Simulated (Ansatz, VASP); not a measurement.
**YTl: VASP beside Ansatz**

INCAR

```
SYSTEM = YTl
PREC = Accurate ; ENCUT = 520
EDIFF = 1E-8 ; ISMEAR = -1
SIGMA = 0.08 ; LREAL = .FALSE.
LASPH = .TRUE. ; NELM = 100
ALGO = Normal ; ISIF = 2
LWAVE = .FALSE. ; LCHARG = .FALSE.
LEFG = .TRUE. ; NBANDS = 19
```

Contents of KPOINTS:

```
Automatic mesh
0
G
  11 11 11
  0 0 0
```

File POSCAR:

```
YTl
1.0
    3.7510000000      0.0000000000      0.0000000000
    0.0000000000      3.7510000000      0.0000000000
    0.0000000000      0.0000000000      3.6759800000
Y Tl
1 1
Direct
    0.5000000000      0.5000000000      0.5000000000
    0.0000000000      0.0000000000      0.0000000000
```

Input for Ansatz:

```yaml
crystal:
  lattice:
    - [3.751, 0.0, 0.0]
    - [0.0, 3.751, 0.0]
    - [0.0, 0.0, 3.67598]
  atoms:
    - { symbol: "Y", position: [0.5, 0.5, 0.5] }
    - { symbol: Tl, position: [0.0, 0.0, 0.0] }
kpoints:
  mp_grid: { grid: [11, 11, 11] }
scf:
  occupations: { method: fermi_dirac, width: 0.08 }
hamiltonian:
  xc: lda
  pseudopotentials: { kind: all_electron, datasets: crystal }
output:
  forces: true
  stress: true
  eigenvalues: true
  efg: { contact_densities: true }
```

Change from the starting cell: zz strain of -2 %, crystal datasets.

Alike in both runs: task electric field gradients; functional LDA; k mesh 11 × 11 × 11; occupations fermi-dirac, width 0.08 eV; no spin polarisation.

```csv
,VASP,Ansatz
version,VASP 6.6.1,Ansatz 0.2.0
potentials or method,"VASP PAW LDA potentials, release 64 (Y_sv, Tl_d), cutoff 520 eV","all-electron PAW with datasets made for the crystal, scalar-relativistic"
```

```tsv
	VASP	Ansatz	Ansatz less VASP
pressure (GPa)	-1.7	-1.8	-0.07
traceless stress, the component that is largest in VASP (GPa)	0.22	0.22	-0.003
size of Vzz on the site where it differs most (V/Å²)	1.1	1.5	+0.38
```

LDA's correlation is that of Perdew and Zunger in VASP and of Perdew and Wang (1992) in Ansatz. Ansatz ran all-electron here, and VASP with PAW potentials.

Neither program's run includes spin-orbit coupling.
